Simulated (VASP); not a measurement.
# NaCl (P4/mmm) in VASP: notebook

The runs below take NaCl through single point, with PBEsol.

Program: VASP 6.6.1. These are calculated values, not measurements. Logs are shortened: lines on timing, memory, paths and dates and some standing lists are left out, and cuts for length are marked.

### Step 1. The cell of the first run

It takes space group P4/mmm (No. 123, tetragonal). Conventional cell: a = 3.502 Å, b = 3.502 Å, c = 3.642 Å, α = 90.00°, β = 90.00°, γ = 90.00°. Within 4.0 Å of Na (site symmetry 4/mmm) lie 8 Cl at 3.07 Å and 6 Na at 3.50 to 3.64 Å. Cl (site symmetry 4/mmm) has 8 Na at 3.07 Å and 6 Cl at 3.50 to 3.64 Å within 4.0 Å.

### Step 2. Single point, PBEsol (strain +0.000 along x and y, +0.040 along z)

Input file INCAR:

```
SYSTEM = NaCl
PREC = Accurate ; ENCUT = 520
EDIFF = 1E-6 ; ISMEAR = 0
SIGMA = 0.05 ; LREAL = .False.
LASPH = .True. ; NELM = 80
ALGO = Normal ; ISIF = 2
LWAVE = .False. ; LCHARG = .False.
GGA = PS ; NBANDS = 14
```

Input file KPOINTS:

```
Automatic mesh
0
Gamma
  6 6 6
  0 0 0
```

Input file POSCAR:

```
NaCl
1.0
    3.5021900000      0.0000000000      0.0000000000
    0.0000000000      3.5021900000      0.0000000000
    0.0000000000      0.0000000000      3.6422776000
Na Cl
1 1
Direct
    0.0000000000      0.0000000000      0.0000000000
    0.5000000000      0.5000000000      0.5000000000
```

Potentials or basis: VASP PAW PBE potentials, release 64 (Na_pv, Cl).

On the command line:

```bash
$ cat potpaw_PBE.64/Na_pv/POTCAR potpaw_PBE.64/Cl/POTCAR > POTCAR
$ mpirun -np 1 vasp_std > vasp.out
```

OUTCAR:

```text
SYSTEM = NaCl
   PREC = Accurate
   ENCUT = 520
   EDIFF = 1E-6
   ISMEAR = 0
   LREAL = .False.
   LASPH = .True.
   NELM = 80
   ISIF = 2
   GGA = PS

 ion  position               nearest neighbor table
   1  0.000  0.000  0.000-
   2  0.500  0.500  0.500-

  LATTYP: Found a simple tetragonal cell.
 ALAT       =     3.5021900000
 C/A-ratio  =     1.0400000000

  Lattice vectors:

 A1 = (   3.5021900000,   0.0000000000,   0.0000000000)
 A2 = (   0.0000000000,   3.5021900000,   0.0000000000)
 A3 = (   0.0000000000,   0.0000000000,   3.6422776000)

Analysis of symmetry for initial positions (statically):
=====================================================================
 Subroutine PRICEL returns:
 Original cell was already a primitive cell.

 Routine SETGRP: Setting up the symmetry group for a
 simple tetragonal supercell.

 Subroutine GETGRP returns: Found 16 space group operations
 (whereof 16 operations were pure point group operations)
 out of a pool of 16 trial point group operations.

The static configuration has the point symmetry D_4h.

Analysis of symmetry for dynamics (positions and initial velocities):
=====================================================================
 Subroutine PRICEL returns:
 Original cell was already a primitive cell.

 Routine SETGRP: Setting up the symmetry group for a
 simple tetragonal supercell.

 Subroutine GETGRP returns: Found 16 space group operations
 (whereof 16 operations were pure point group operations)
 out of a pool of 16 trial point group operations.

The dynamic configuration has the point symmetry D_4h.

 Subroutine INISYM returns: Found 16 space group operations
 (whereof 16 operations are pure point group operations),
 and found     1 'primitive' translations

----------------------------------------------------------------------------------------

                                     Primitive cell

  volume of cell :      44.6738

  direct lattice vectors                    reciprocal lattice vectors
     3.502190000  0.000000000  0.000000000     0.285535622  0.000000000  0.000000000
     0.000000000  3.502190000  0.000000000     0.000000000  0.285535622  0.000000000
     0.000000000  0.000000000  3.642277600     0.000000000  0.000000000  0.274553483

  length of vectors
     3.502190000  3.502190000  3.642277600     0.285535622  0.285535622  0.274553483

  position of ions in fractional coordinates (direct lattice)
     0.000000000  0.000000000  0.000000000
     0.500000000  0.500000000  0.500000000

  ion indices of the primitive-cell ions
   primitive index   ion index
                 1           1
                 2           2

----------------------------------------------------------------------------------------

 KPOINTS: Automatic mesh

Automatic generation of k-mesh.
 Grid dimensions read from file:
 generate k-points for:    6    6    6

 Generating k-lattice:

  Cartesian coordinates                     Fractional coordinates (reciprocal lattice)
     0.047589270  0.000000000  0.000000000     0.166666667  0.000000000  0.000000000
     0.000000000  0.047589270  0.000000000     0.000000000  0.166666667  0.000000000
     0.000000000  0.000000000  0.045758914     0.000000000  0.000000000  0.166666667

  Length of vectors
     0.047589270  0.047589270  0.045758914

  Shift w.r.t. Gamma in fractional coordinates (k-lattice)
     0.000000000  0.000000000  0.000000000

 Subroutine IBZKPT returns following result:
 ===========================================

 Found     40 irreducible k-points:

 Following reciprocal coordinates:
            Coordinates               Weight
  0.000000  0.000000  0.000000      1.000000
  0.166667  0.000000  0.000000      4.000000
  0.333333  0.000000  0.000000      4.000000
  0.500000  0.000000  0.000000      2.000000
  0.166667  0.166667  0.000000      4.000000
  0.333333  0.166667  0.000000      8.000000
[... 16 lines left out ...]
  0.333333  0.000000  0.333333      8.000000
  0.500000  0.000000  0.333333      4.000000
 [... further k-points ...]
   k-points           NKPTS =     40   k-points in BZ     NKDIM =     40   number of bands    NBANDS=     14
   number of dos      NEDOS =    301   number of ions     NIONS =      2
   total plane-waves  NPLWV =  21952
   dimension x,y,z NGX =    28 NGY =   28 NGZ =   28
   dimension x,y,z NGXF=    56 NGYF=   56 NGZF=   56
   ions per type =               1   1
   NGX,Y,Z   is equivalent  to a cutoff of  13.29, 13.29, 12.78 a.u.
   NGXF,Y,Z  is equivalent  to a cutoff of  26.58, 26.58, 25.56 a.u.
 SYSTEM =  NaCl
   PREC   = accura    normal or accurate (medium, high low for compatibility)
   ISTART =      0    job   : 0-new  1-cont  2-samecut
   ICHARG =      2    charge: 1-file 2-atom 10-const
   ISPIN  =      1    spin polarized calculation?
   LNONCOLLINEAR =      F non collinear calculations
   LSORBIT =      F    spin-orbit coupling
   LASPH  =      T    aspherical Exc in radial PAW
   ENCUT  =  520.0 eV  38.22 Ry    6.18 a.u.   6.51  6.51  6.77*2*pi/ulx,y,z
   NELM   =     80;   NELMIN=  2; NELMDL= -5     # of ELM steps
   EDIFF  = 0.1E-05   stopping-criterion for ELM
   LREAL  =      F    real-space projection
   EDIFFG = 0.1E-04   stopping-criterion for IOM
   NSW    =      0    number of steps for IOM
   IBRION =     -1    ionic relax: 0-MD 1-quasi-New 2-CG
   NFREE  =      0    steps in history (QN), initial steepest desc. (CG)
   ISIF   =      2    stress and relaxation
   ISYM   =      2    0-nonsym 1-usesym 2-fastsym
   POTIM  = 0.5000    time-step for ionic-motion
   TEBEG  =    0.0;   TEEND  =   0.0 temperature during run
   PSTRESS=    0.0 pullay stress
   NELECT =      14.0000    total number of electrons
   NUPDOWN=      -1.0000    fix difference up-down
   EMIN   =  10.00;   EMAX   =-10.00  energy-range for DOS
   EFERMI =   0.00;   METHOD = LEGACY
   ISMEAR =     0;   SIGMA  =   0.05  broadening in eV -4-tet -1-fermi 0-gaus
   EFERMI_NEDOS =   21; number of points for ismear=-14 and -15
   IALGO  =     38    algorithm
   IMIX   =      4    mixing-type and parameters
     AMIX     =   0.40;   BMIX     =  1.00
     AMIX_MAG =   1.60;   BMIX_MAG =  1.00
  volume/ion in A,a.u.               =      22.34       150.74
  Fermi-wavevector in a.u.,A,eV,Ry     =   1.111988  2.101352 16.823834  1.236517
  Thomas-Fermi vector in A             =   2.248557
   LORBIT       =      0    0 simple, 1 ext, 2 COOP (PROOUT), +10 PAW based schemes
   GGA     = PS    functional components
   LHFCALC =     F    Hartree Fock is set to
   AEXX    =    0.0000 exact exchange contribution
   IVDW    =     0    specifies the selected vdW correction
   LEPSILON=     F    determine dielectric tensor
   LRPA    =     F    only Hartree local field effects (RPA)
 non-spin polarized calculation
 Gauss-broadening in eV      SIGMA  =   0.05
  energy-cutoff  :      520.00
  volume of cell :       44.67
 maximum number of plane-waves:      1229
 NGX is ok and might be reduce to    28
   NGX = 13   NGY = 13   NGZ = 13

 number of electron      13.9999996 magnetization

 Free energy of the ion-electron system (eV)
  ---------------------------------------------------
  ext. energy  EPLUGINS =         0.00000000
  ---------------------------------------------------
  free energy    TOTEN  =        -6.69567752 eV

  energy without entropy =       -6.69567752  energy(sigma->0) =       -6.69567752

 E-fermi :   0.4662     XC(G=0):  -8.4128

 val. band max:        0.1919237974   @ k =   0.5000   0.0000   0.5000
 cond. band min:       3.8097788021   @ k =   0.0000   0.0000   0.0000
 fundamental gap:      3.6178550047
 Fermi energy:         0.4662104898

 k-point     1 :       0.0000    0.0000    0.0000
  band No.  band energies     occupation
      1     -21.8293      2.00000
      2     -21.8293      2.00000
      3     -21.8215      2.00000
      4     -13.1271      2.00000
      5      -0.5599      2.00000
      6      -0.2489      2.00000
      7      -0.2489      2.00000
      8       3.8098      0.00000
      9       8.4029      0.00000
     10       8.7402      0.00000
     11      14.9205      0.00000
     12      15.5399      0.00000
     13      15.5407      0.00000
     14      15.7055      0.00000

 k-point     2 :       0.1667    0.0000    0.0000
  band No.  band energies     occupation
      1     -21.8394      2.00000
      2     -21.8284      2.00000
      3     -21.8205      2.00000
      4     -13.0435      2.00000
      5      -1.0527      2.00000
      6      -0.4977      2.00000
      7      -0.1911      2.00000
      8       4.5131      0.00000
      9       8.7695      0.00000
     10       9.1913      0.00000
     11      13.3605      0.00000
     12      14.0612      0.00000
     13      14.9284      0.00000
     14      15.9220      0.00000

 k-point     3 :       0.3333    0.0000    0.0000
  band No.  band energies     occupation
      1     -21.8595      2.00000
      2     -21.8267      2.00000
      3     -21.8186      2.00000
      4     -12.8666      2.00000
      5      -2.2307      2.00000
      6      -0.3677      2.00000
      7      -0.0706      2.00000
      8       5.7614      0.00000
      9       9.1645      0.00000
     10       9.6747      0.00000
     11      11.8749      0.00000
     12      12.6161      0.00000
     13      14.1997      0.00000
     14      15.9374      0.00000
[... 324 lines left out ...]
 k-point    23 :       0.3333    0.0000    0.3333
  band No.  band energies     occupation
      1     -21.8555      2.00000
      2     -21.8379      2.00000
      3     -21.8250      2.00000
      4     -12.7023      2.00000
      5      -1.9432      2.00000
      6      -1.7310      2.00000
      7       0.0741      2.00000
      8       6.4533      0.00000
      9       8.3941      0.00000
     10      10.4517      0.00000
     11      11.7726      0.00000
     12      12.9060      0.00000
     13      13.3254      0.00000
     14      15.5491      0.00000

 k-point    24 :       0.5000    0.0000    0.3333
  band No.  band energies     occupation
      1     -21.8647      2.00000
      2     -21.8362      2.00000
      3     -21.8242      2.00000
      4     -12.6243      2.00000
      5      -2.2938      2.00000
      6      -1.6521      2.00000
      7       0.1403      2.00000
      8       6.0773      0.00000
      9       8.7593      0.00000
     10      10.8091      0.00000
     11      11.2505      0.00000
     12      12.5525      0.00000
     13      13.3431      0.00000
     14      16.3902      0.00000

 [... further k-points ...]
[... 5 lines left out ...]
  --------------------------------------------------------------------------------------
  -------------------------------------------------------------------------------------
  Total       -0.3135875     -0.3135875     -1.0504948      0.0000000     -0.0000000      0.0000000
  in kB      -11.2464856    -11.2464856    -37.6748939      0.0000000     -0.0000000      0.0000000
  external PRESSURE =     -20.0559550 kB  Pullay stress =       0.0000000 kB

 VOLUME and BASIS-vectors are now :
 -----------------------------------------------------------------------------
  energy-cutoff  :      520.00
  volume of cell :       44.67
      direct lattice vectors                 reciprocal lattice vectors
     3.502190000  0.000000000  0.000000000     0.285535622  0.000000000  0.000000000
     0.000000000  3.502190000  0.000000000     0.000000000  0.285535622  0.000000000
     0.000000000  0.000000000  3.642277600     0.000000000  0.000000000  0.274553483

 POSITION                                       TOTAL-FORCE (eV/Angst)
 -----------------------------------------------------------------------------------
      0.00000      0.00000      0.00000         0.000000      0.000000      0.000000
      1.75110      1.75110      1.82114         0.000000      0.000000      0.000000
 -----------------------------------------------------------------------------------
    total drift:                               -0.000000      0.000000      0.000000

  FREE ENERGIE OF THE ION-ELECTRON SYSTEM (eV)
  ---------------------------------------------------
  free  energy   TOTEN  =        -6.6956775229 eV

  energy  without entropy=       -6.6956775229  energy(sigma->0) =       -6.69567752
```

It took 20 s on 1 thread of Intel Xeon Platinum 8259CL at 2.50GHz (Skylake/Cascade Lake), shared host; peak memory 0.16 GiB.

What came out:

- Free energy: -6.6957 eV
- Pressure: -2.0 GPa
- Band gap on the k mesh: 3.62 eV (least direct gap 4.06 eV)

Stress tensor (GPa, compression positive):
```
-1.12  0.00  0.00
 0.00 -1.12  0.00
 0.00  0.00 -3.77
```

Caveat: the cell differs from its parent crystal (strain +0.000 along x and y, +0.040 along z); the PAW data sets were made with another functional, which shifts forces and pressure a little. A k mesh can miss the band edges.

### Step 3. Single point, PBEsol (strain +0.040 along x and y, +0.000 along z)

Input file INCAR:

```
SYSTEM = NaCl
PREC     = Accurate       ! precision mode
ENCUT    = 520            ! plane-wave cutoff, eV
EDIFF    = 1E-6           ! SCF threshold, eV
ISMEAR   = 0              ! smearing method
SIGMA    = 0.05           ! smearing width, eV
LREAL    = .False.        ! projectors in reciprocal space
LASPH    = .True.         ! aspherical terms in the spheres
NELM     = 60             ! most SCF steps
ALGO     = Normal         ! electronic algorithm
ISIF     = 2              ! what is computed and relaxed
LWAVE    = .False.        ! write WAVECAR
LCHARG   = .True.         ! write CHGCAR
GGA      = PS             ! functional
LELF     = .True.         ! ELF
LVHAR    = .True.       
NBANDS   = 14             ! bands
```

KPOINTS is that of step 2.

Input file POSCAR:

```
NaCl
1.0
    3.6422776000      0.0000000000      0.0000000000
    0.0000000000      3.6422776000      0.0000000000
    0.0000000000      0.0000000000      3.5021900000
Na Cl
1 1
Direct
    0.0000000000      0.0000000000      0.0000000000
    0.5000000000      0.5000000000      0.5000000000
```

Potentials or basis: VASP PAW PBE potentials, release 64 (Na_pv, Cl).

On the command line:

```bash
$ cat potpaw_PBE.64/Na_pv/POTCAR potpaw_PBE.64/Cl/POTCAR > POTCAR
$ mpirun -np 1 vasp_std > vasp.out
```

It took 20 s on 1 thread of Intel Xeon Platinum 8259CL at 2.50GHz (Skylake/Cascade Lake), shared host; peak memory 0.16 GiB.

Results (log left out):

```yaml
Free_energy: -6.6696 eV
Pressure: -2.7 GPa
Band_gap_on_the_k_mesh: 3.44 eV (least direct gap 3.82 eV)
```

Stress tensor (GPa, compression positive):
```
-3.51  0.00  0.00
 0.00 -3.51  0.00
 0.00  0.00 -0.98
```

Levels at points of the mesh, in eV from the valence-band top:
```csv
k point,band 3,band 4,band 5,band 6,band 7,band 8,band 9,band 10,band 11,band 12
"(0.00, 0.00, 0.00)",-22.14,-13.27,-0.69,-0.69,-0.38,3.44,8.15,8.53,14.50,14.50
"(0.50, 0.00, 0.00)",-22.13,-13.00,-2.82,-0.49,-0.20,6.38,7.74,10.28,11.12,11.89
"(0.50, 0.50, 0.00)",-22.14,-12.79,-2.22,-2.22,0.00,5.13,9.63,10.25,10.25,12.65
"(0.00, 0.00, 0.50)",-22.13,-12.92,-2.82,-0.43,-0.43,6.29,7.98,10.21,11.25,11.25
"(0.50, 0.00, 0.50)",-22.13,-12.72,-2.24,-2.12,-0.21,5.35,9.30,10.03,10.36,12.04
"(0.50, 0.50, 0.50)",-22.15,-12.52,-1.88,-1.76,-1.76,6.79,6.82,6.82,10.92,14.59
```

Caveat: the cell differs from its parent crystal (strain +0.040 along x and y, +0.000 along z); the PAW data sets were made with another functional, which shifts forces and pressure a little. A k mesh can miss the band edges.

(Part 1 of 2 ends here.)
